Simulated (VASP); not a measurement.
# Si3N in VASP: a series of runs, part 2 of 2

VASP 6.6.1. The steps go on from the part before.

## Step 3: Single point, PBE+D3(BJ)

File INCAR:

```
SYSTEM = Si3N
PREC = Accurate
ENCUT = 520
EDIFF = 1E-7
ISMEAR = 0
SIGMA = 0.05
LREAL = .False.
LASPH = .True.
NELM = 80
ALGO = Normal
ISIF = 2
LWAVE = .False.
LCHARG = .False.
LDIPOL = .True.
IDIPOL = 3
DIPOL = 0.5 0.5 0.321
GGA = PE
IVDW = 12
NBANDS = 27
```

File KPOINTS:

```
regular mesh
0
Gamma
  7 5 1
  0 0 0
```

File POSCAR:

```
Si3N
1.0
    3.8333442755      0.0000000000      0.0000000000
    0.0000000000      5.4211674636      0.0000000000
    0.0000000000      0.0000000000     22.4877586337
Si N
6 2
Direct
    0.5000000000      0.0000000000      0.1778745523
    0.0000000000      0.2500000000      0.1778745523
    0.0000000000      0.5038839981      0.2608672216
    0.5000000000      0.7461160019      0.2608672216
    0.5000000000      0.0086033066      0.3418641564
    0.0000000000      0.2413966934      0.3418641564
    0.6666666667      0.5086033066      0.4797169344
    0.6666666667      0.5086033066      0.5286324363
```

Potentials or basis: VASP PAW PBE potentials, release 64 (Si, N).

On the command line:

```
> cat potpaw_PBE.64/Si/POTCAR potpaw_PBE.64/N/POTCAR > POTCAR
> mpirun -np 1 vasp_std > vasp.out
```

OUTCAR:

```text
SYSTEM = Si3N
   PREC = Accurate
   ENCUT = 520
   EDIFF = 1E-7
   ISMEAR = 0
   LREAL = .False.
   LASPH = .True.
   NELM = 80
   ISIF = 2
   GGA = PE
   IVDW = 12
 IVDW          = 12

 ion  position               nearest neighbor table
   1  0.500  0.000  0.178-   4 2.32   2 2.35   2 2.35
   2  0.000  0.250  0.178-   3 2.32   1 2.35   1 2.35
   3  0.000  0.504  0.261-   6 2.31   2 2.32   4 2.32   4 2.32
   4  0.500  0.746  0.261-   5 2.31   1 2.32   3 2.32   3 2.32
   5  0.500  0.009  0.342-   6 2.29   6 2.29   4 2.31
   6  0.000  0.241  0.342-   5 2.29   5 2.29   3 2.31
   7  0.667  0.509  0.480-   8 1.10
   8  0.667  0.509  0.529-   7 1.10

  LATTYP: Found a simple orthorhombic cell.
 ALAT       =     3.8333442755
 B/A-ratio  =     1.4142135624
 C/A-ratio  =     5.8663550721

  Lattice vectors:

 A1 = (   3.8333442755,   0.0000000000,   0.0000000000)
[... 192 lines left out ...]
 Fermi energy:        -1.7390072595

 k-point     1 :       0.0000    0.0000    0.0000
  band No.  band energies     occupation
      1     -25.5453      2.00000
      2     -13.1528      2.00000
      3     -11.3090      2.00000
      4     -10.6387      2.00000
      5      -9.8478      2.00000
      6      -8.8225      2.00000
[... 529 lines left out ...]
     26       2.7101      0.00000
     27       3.2066      0.00000

------------------------ aborting loop because EDIFF is reached ----------------------------------------

 vacuum level on the upper side and lower side of the slab       (xc-potential included)        -0.063        -0.057

 Edisp (eV)   -1.63409

 E8    (eV) :    -0.6921

  FORCE on cell =-STRESS in cart. coord.  units (eV):
  Direction    XX          YY          ZZ          XY          YZ          ZX
  --------------------------------------------------------------------------------------
  -------------------------------------------------------------------------------------
  Total       0.10570     0.18616     2.67437    -0.05943     0.00625    -0.04638
  in kB       0.36239     0.63822     9.16885    -0.20376     0.02144    -0.15900
  external pressure =        3.39 kB  Pullay stress =        0.00 kB

 VOLUME and BASIS-vectors are now :
 -----------------------------------------------------------------------------
  energy-cutoff  :      520.00
  volume of cell :      467.32
      direct lattice vectors                 reciprocal lattice vectors
     3.833344276  0.000000000  0.000000000     0.260868821  0.000000000  0.000000000
     0.000000000  5.421167464  0.000000000     0.000000000  0.184462112  0.000000000
     0.000000000  0.000000000 22.487758634     0.000000000  0.000000000  0.044468638

 POSITION                                       TOTAL-FORCE (eV/Angst)
 -----------------------------------------------------------------------------------
      1.91667      0.00000      4.00000         0.004644      0.548036     -0.061783
      0.00000      1.35529      4.00000        -0.003238     -0.548033     -0.053563
      0.00000      2.73164      5.86632         0.000337     -0.068643      0.005253
      1.91667      4.04482      5.86632         0.001311      0.084645      0.011673
      1.91667      0.04664      7.68776        -0.007536      0.010632      0.074709
      0.00000      1.30865      7.68776         0.020051     -0.040093      0.025860
      2.55556      2.75722     10.78776        -0.024558      0.018410     -2.175884
      2.55556      2.75722     11.88776         0.008988     -0.004955      2.173737
 -----------------------------------------------------------------------------------
    total drift:                                0.000005      0.000219     -0.000516

  FREE ENERGIE OF THE ION-ELECTRON SYSTEM (eV)
  ---------------------------------------------------
  free  energy   TOTEN  =       -46.6452538421 eV

  energy  without entropy=      -46.6379517479  energy(sigma->0) =      -46.64160279

 vacuum level on the upper side and lower side of the slab         3.071         3.074
```

stdout:

```text
POSCAR found type information on POSCAR SiN
 POSCAR found :  2 types and       8 ions
 scaLAPACK will be used
 LDA part: xc-table for (Slater+PW92), standard interpolation
 POSCAR, INCAR and KPOINTS ok, starting setup
 FFT: planning ... GRIDC
 FFT: planning ... GRID_SOFT
 FFT: planning ... GRID
 WAVECAR not read
 entering main loop
```

It took 4.7 min on 1 thread of AMD EPYC 9R45 (Zen 5), shared host; peak memory 0.54 GiB.

Results:

| Item | Value |
| --- | --- |
| Free energy | -46.6453 eV |
| Largest force | 2.176 eV/Å |
| Band gap on the k mesh | zero (band 17 reaches -1.57 eV, above the bottom of band 18 at -1.82 eV) |
| Dispersion energy per atom | -0.204 eV |

Forces on the atoms (eV/Å):
```
Si   0.005  0.548 -0.062
Si  -0.003 -0.548 -0.054
Si   0.000 -0.069  0.005
Si   0.001  0.085  0.012
Si  -0.008  0.011  0.075
Si   0.020 -0.040  0.026
N   -0.025  0.018 -2.176
N    0.009 -0.005  2.174
```

Caveat: the standard files for N, O and F lose accuracy on very short bonds.

## Step 4: Single point, PBE+D3(BJ)

File INCAR:

```
SYSTEM = Si3N
ALGO     = Normal         ! electronic algorithm
DIPOL    = 0.5 0.5 0.321
EDIFF    = 1E-7           ! SCF threshold, eV
ENCUT    = 520            ! plane-wave cutoff, eV
GGA      = PE             ! functional
IDIPOL   = 3            
ISIF     = 2              ! what is computed and relaxed
ISMEAR   = 0              ! smearing method
IVDW     = 12             ! dispersion correction
LASPH    = .True.         ! aspherical terms in the spheres
LCHARG   = .True.         ! write CHGCAR
LDIPOL   = .True.       
LELF     = .True.         ! ELF
LREAL    = .False.        ! projectors in reciprocal space
LVACPOTAV= .True.       
LVHAR    = .True.       
LWAVE    = .False.        ! write WAVECAR
NBANDS   = 27             ! bands
NELM     = 80             ! most SCF steps
PREC     = Accurate       ! precision mode
SIGMA    = 0.05           ! smearing width, eV
```

File KPOINTS:

```
k-points
0
Gamma
  7 5 1
  0 0 0
```

Edit POSCAR of step 3 so:

```diff
@@ -14,3 +14,3 @@
     0.0000000000      0.2413966934      0.3418641564
-    0.6666666667      0.5086033066      0.4797169344
-    0.6666666667      0.5086033066      0.5286324363
+    0.6666666667      0.8419366399      0.4797169344
+    0.6666666667      0.8419366399      0.5286324363
```

On the command line:

```
> cat potpaw_PBE.64/Si/POTCAR potpaw_PBE.64/N/POTCAR > POTCAR
> mpirun -np 1 vasp_std > vasp.out
```

Wall time 4.5 min (1 thread of AMD EPYC 9R45 (Zen 5), shared host); peak memory 0.55 GiB.

The run converged. Its results:

```
Free energy                     : -46.6127 eV
Largest force                   : 2.175 eV/Å
Band gap on the k mesh          : zero (band 17 reaches -1.47 eV, above the bottom of band 18 at -1.73 eV)
Dispersion energy per atom      : -0.205 eV
Work function of the upper face : 4.62 eV
Work function of the lower face : 4.83 eV
```

Forces in eV/Å, atoms in the order of the input:
```
Si   0.005  0.549 -0.053
Si  -0.008 -0.553 -0.052
Si   0.000 -0.102  0.005
Si  -0.003  0.068  0.005
Si  -0.034  0.054 -0.104
Si   0.009  0.026  0.105
N    0.051 -0.061 -2.081
N   -0.020  0.019  2.174
```

Levels at points of the mesh, in eV from the Fermi level:
```
           k point  band 13  band 14  band 15  band 16  band 17  band 18  band 19  band 20  band 21  band 22
(0.00, 0.00, 0.00)    -2.51    -1.23    -0.69    -0.41    -0.31     0.26     1.17     2.06     2.34     2.54
```

Caveat: the standard files for N, O and F lose accuracy on very short bonds.
